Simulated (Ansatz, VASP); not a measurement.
**SnTe: VASP beside Ansatz**

```xyz
2
Lattice="0.0000 3.1353 3.1353 3.1353 0.0000 3.1353 3.1353 3.1353 0.0000" Properties=species:S:1:pos:R:3 pbc="T T T"
Sn    0.0000    0.0000    0.0000
Te    3.1353    3.1353    3.1353
```

Change from the starting cell: volume scaled by 0.98, crystal datasets.

Alike in both runs: task electric field gradients; functional LDA; k mesh 11 × 11 × 11; occupations fermi-dirac, width 0.08 eV; no spin polarisation.

```csv
,VASP,Ansatz
version,VASP 6.6.1,Ansatz 0.2.0
potentials or method,"VASP PAW LDA potentials, release 64 (Sn_d, Te), cutoff 520 eV","all-electron PAW with datasets made for the crystal, scalar-relativistic"
```

```csv
,VASP,Ansatz,Ansatz less VASP
pressure (GPa),-0.8,-0.8,-0.04
```

LDA's correlation is that of Perdew and Zunger in VASP and of Perdew and Wang (1992) in Ansatz. Ansatz ran all-electron here, and VASP with PAW potentials.

Neither program's run includes spin-orbit coupling.
